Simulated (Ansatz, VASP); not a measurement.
## ZnSe: VASP beside Ansatz

The input INCAR:

```
SYSTEM = ZnSe
PREC = Accurate ; ENCUT = 520
EDIFF = 1E-6 ; ISMEAR = 0
SIGMA = 0.02 ; LREAL = .False.
LASPH = .True. ; NELM = 60
ALGO = Normal ; ISIF = 2
LWAVE = .False. ; LCHARG = .True.
GGA = PS ; LELF = .True.
LVHAR = .True. ; NBANDS = 26
```

File KPOINTS:

```
Automatic mesh
0
Gamma
  8 8 6
  0 0 0
```

Contents of POSCAR:

```
ZnSe
1.0
    4.0736902274      0.0000000000      0.0000000000
    0.0000000000      4.0736902274      0.0000000000
    0.0000000000      0.0000000000      5.8379770020
Zn Se
2 2
Direct
    0.0000000000      0.0000000000      0.0000000000
    0.5000000000      0.5000000000      0.0000000000
    0.0000000000      0.5000000000      0.2392908796
    0.5000000000      0.0000000000      0.7607091204
```

Input for Ansatz:

```yaml
crystal:
  lattice:
    - [4.0736902274, 0.0, 0.0]
    - [0.0, 4.0736902274, 0.0]
    - [0.0, 0.0, 5.837977002]
  atoms:
    - { symbol: Zn, position: [0.0, 0.0, 0.0] }
    - { symbol: Zn, position: [0.5, 0.5, 0.0] }
    - { symbol: Se, position: [0.0, 0.5, 0.2392908796] }
    - { symbol: Se, position: [0.5, 0.0, 0.7607091204] }
basis:
  ecutwfc: 420
kpoints:
  mp_grid: { grid: [8, 8, 6] }
hamiltonian:
  xc: pbesol
scf:
  occupations: { method: gaussian, width: 0.02 }
output:
  forces: true
  stress: true
  eigenvalues: true
```

Alike in both runs: task single point; functional PBEsol; k mesh 8 × 8 × 6; occupations gaussian, width 0.02 eV; no spin polarisation.

|  | VASP | Ansatz |
| --- | --- | --- |
| version | VASP 6.6.1 | Ansatz 0.2.0 |
| potentials or method | VASP PAW PBE potentials, release 64 (Zn, Se), cutoff 520 eV | scalar-relativistic, plane waves, PAW |
| valence electrons in the cell | 36 | 56 |

```csv
,VASP,Ansatz,Ansatz less VASP
gap on the k mesh at the Fermi level (eV),1.56,1.58,+0.016
least direct gap on the mesh (eV),1.56,1.58,+0.016
pressure (GPa),1.7,1.4,-0.26
"traceless stress, the component that is largest in VASP (GPa)",1.12,1.13,+0.011
rms of the force components (eV/Å),0.292,0.268,-0.0233
```

VASP's potentials were made for PBE, not for PBEsol. Atom by atom the forces differ by 0.023 eV/Å (rms over components). VASP's potentials hold 36 valence electrons a cell and Ansatz's 56, so a difference there can come from the potentials and not from the codes.
